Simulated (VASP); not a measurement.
Set up this calculation in VASP 6.6.1, as the native input.

* Task: single point
* Functional: PBEsol
* Potentials or basis: VASP PAW PBE potentials, release 64 (Ti_sv)
* Cutoff: 520 eV
* k mesh: 24 × 24 × 12
* Occupations: gaussian, width 0.1 eV
* Spin: no spin polarisation
* Dipole correction: no
* Further INCAR settings: ALGO = Fast; EDIFF = 1e-06; NBANDS = 19

The structure of Ti lies in POSCAR:

```
Ti
1.0
    2.9004352003      0.0000000000      0.0000000000
   -1.4502176002      2.5118505655      0.0000000000
    0.0000000000      0.0000000000      4.5909904466
Ti
2
Direct
    0.3333333333      0.6666666667      0.2500000000
    0.6666666667      0.3333333333      0.7500000000
```

One way to write it, as run:

INCAR

```
ALGO = Fast ; EDIFF = 1E-6
ENCUT = 520 ; GGA = PS
ISIF = 2 ; ISMEAR = 0
LASPH = True ; LCHARG = True
LELF = True ; LREAL = False
LVHAR = True ; LWAVE = False
NBANDS = 19 ; NELM = 100
PREC = Accurate ; SIGMA = 0.1
```

KPOINTS

```
k-points
0
Gamma
  24 24 12
```

Potentials or basis: VASP PAW PBE potentials, release 64 (Ti_sv).

Run with:

```bash
$ cat potpaw_PBE.64/Ti_sv/POTCAR > POTCAR
$ mpirun -np 1 vasp_std > vasp.out
```

Results of the run:

| Property | Result |
| --- | --- |
| Pressure | -0.5 GPa |
| Band gap on the k mesh | zero (band 12 reaches 9.40 eV, above the bottom of band 13 at 8.25 eV) |

Caveat: the PAW data sets were made with another functional, which shifts forces and pressure a little.

It took 4.4 min on 1 thread of Intel(R) Xeon(R) 6975P-C (Granite Rapids), on a shared host, peak memory 0.33 GiB.
